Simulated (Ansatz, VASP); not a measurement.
Si in VASP and in Ansatz

File INCAR:

```
SYSTEM = Si
ALGO = Normal
EDIFF = 1E-7
EDIFFG = -0.01
ENCUT = 500
GGA = PE
GGA_COMPAT = .False.
IBRION = 2
ISIF = 3
ISMEAR = 0
LASPH = .True.
LCHARG = .False.
LREAL = .False.
LWAVE = .False.
NELM = 120
NELMIN = 4
NSW = 100
PREC = Accurate
SIGMA = 0.1
```

Contents of KPOINTS:

```
k-points
0
Gamma
  22 22 22
  0 0 0
```

POSCAR

```
Si
1.0
    2.5360327315      0.0000000000      0.0000000000
    0.0000000000      2.5360327315      0.0000000000
    0.0000000000      0.0000000000      2.5360327315
Si
1
Direct
    0.0000000000      0.0000000000      0.0000000000
```

Input for Ansatz:

```yaml
crystal:
  lattice:
    - [2.5360327315, 0.0, 0.0]
    - [0.0, 2.5360327315, 0.0]
    - [0.0, 0.0, 2.5360327315]
  atoms:
    - { symbol: Si, position: [0.0, 0.0, 0.0] }
basis:
  ecutwfc: 420
kpoints:
  mp_grid: { grid: [22, 22, 22] }
hamiltonian:
  xc: pbe
scf:
  occupations: { method: gaussian, width: 0.1 }
output:
  forces: true
  stress: true
  eigenvalues: true
relax:
  adjacent_minimum: "off"
  f_tol: 0.01
  max_steps: 80
  cell: { stress_tol: 0.05 }
```

Alike in both runs: task relaxation of cell and atoms; functional PBE; k mesh 22 × 22 × 22; occupations gaussian, width 0.1 eV; no spin polarisation.

```csv
,VASP,Ansatz
version,VASP 6.6.1,Ansatz 0.2.0
potentials or method,"VASP PAW PBE potentials, release 64 (Si), cutoff 500 eV","scalar-relativistic, plane waves, PAW"
valence electrons in the cell,4,4
```

```tsv
	VASP	Ansatz	Ansatz less VASP
gap on the k mesh at the Fermi level, each at its own relaxed structure (eV)	none	none	-
relaxed volume (Å³/atom)	16.23	16.24	+0.008
relaxed cell length with the largest relative difference (Å)	2.532	2.532	+0.0004
```

A gap of «none» marks a metal or a gap that the smearing closes.
